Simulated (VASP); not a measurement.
TePb:

```
CELL_PARAMETERS angstrom
2.07245 -2.67536 0.00000
2.07245 2.67536 0.00000
0.00000 0.00000 5.35479
ATOMIC_POSITIONS crystal
Te 0.50000 0.50000 0.50000
Pb 0.00000 0.00000 0.00000
```

| Item | Value |
| --- | --- |
| Program | VASP 6.6.1 |
| Task | relaxation of cell and atoms |
| Functional | PBE |
| Potentials or basis | VASP PAW PBE potentials, release 64 (Te, Pb_d) |
| Cutoff | 600 eV |
| k mesh | 12 × 12 × 8 |
| Occupations | gaussian, width 0.1 eV |
| Spin | no spin polarisation |

At the start: pressure 2.3 GPa; volume 29.69 Å³/atom.

Where does the relaxation end?

Over 36 steps the energy falls by 220.5 meV/atom and the volume is 31.92 Å³/atom (+7.5 %); space group Cmmm (No. 65, to 0.05 Å).

The path:
```
step  energy change (eV)  largest force (eV/Å)  pressure (GPa)  volume (Å³)
   1              0.0000                0.0000            2.31        59.38
   2             -0.0375                0.0000           -0.53        63.13
   3             -0.0376                0.0000           -0.69        63.40
   4             -0.0539                0.0000           -0.44        63.17
   5             -0.0660                0.0000            0.08        62.80
   6             -0.0427                0.0000            1.94        61.85
   7             -0.0671                0.0000            0.36        62.63
   8             -0.0749                0.0000            0.14        63.40
   9             -0.1195                0.0000           -0.16        65.58
  10             -0.2469                0.0000           -0.18        69.39
  11             -0.0351                0.0000            1.17        74.36
  12             -0.2680                0.0000            0.04        70.77
  13             -0.2741                0.0000           -0.20        71.41
  14             -0.2766                0.0000           -0.53        72.34
  15             -0.2844                0.0000           -0.55        71.97
  16             -0.3065                0.0000           -0.59        70.83
  17             -0.3429                0.0000           -0.47        68.47
  18             -0.3868                0.0000            0.84        63.46
  19              0.0685                0.0000           13.53        52.36
  20             -0.3896                0.0000            1.19        62.73
  21             -0.3866                0.0000            2.22        60.99
  22             -0.3950                0.0000            2.06        61.10
  23             -0.4088                0.0000            1.74        61.34
  24             -0.3924                0.0000            1.91        61.51
  25             -0.4105                0.0000            1.68        61.44
  26             -0.4206                0.0000            0.99        62.34
  27             -0.4278                0.0000           -0.79        65.08
  28             -0.4291                0.0000           -0.34        64.34
  29             -0.4317                0.0000           -0.30        64.27
  30             -0.4374                0.0000           -0.15        64.04
  31             -0.4405                0.0000            0.22        63.52
  32             -0.4406                0.0000            0.16        63.59
  33             -0.4409                0.0000           -0.06        63.93
  34             -0.4409                0.0000           -0.04        63.90
  35             -0.4409                0.0000           -0.03        63.88
  36             -0.4410                0.0000           -0.01        63.84
```

Final structure:
```yaml
crystal:
  lattice:
    - [2.83502, -2.85539, 0.00000]
    - [2.83502, 2.85539, 0.00000]
    - [0.00000, 0.00000, 3.94334]
  atoms:
    - { symbol: Te, position: [0.50000, 0.50000, 0.50000] }
    - { symbol: Pb, position: [0.00000, 0.00000, 0.00000] }
```
